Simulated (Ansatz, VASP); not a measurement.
## Two plane-wave programs on CsH

```
Cs H
1.0
     3.63860    0.00000    0.00000
     0.00000    3.63860    0.00000
     0.00000    0.00000    3.63860
Cs H
1 1
Cartesian
  0.0000 0.0000 0.0000
  1.8193 1.8193 1.8193
```

Alike in both runs: functional LDA; k mesh 8 × 8 × 8; occupations gaussian, width 0.02 eV; no spin polarisation.

Ansatz relaxed the structure, and its values are those at the end. VASP's run is a single point on that final structure, the one shown.

|  | VASP | Ansatz |
| --- | --- | --- |
| version | VASP 6.6.1 | Ansatz 0.2.0 |
| potentials or method | VASP PAW LDA potentials, release 64 (Cs_sv, H), cutoff 520 eV | scalar-relativistic, plane waves, PAW |
| valence electrons in the cell | 10 | 10 |

|  | VASP | Ansatz | Ansatz less VASP |
| --- | --- | --- | --- |
| gap on the k mesh at the Fermi level (eV) | 2.35 | 2.42 | +0.067 |
| least direct gap on the mesh (eV) | 2.35 | 2.42 | +0.067 |
| pressure (GPa) | 0.1 | 0.0 | -0.15 |

LDA's correlation is that of Perdew and Zunger in VASP and of Perdew and Wang (1992) in Ansatz.

Spin-orbit coupling is off throughout.
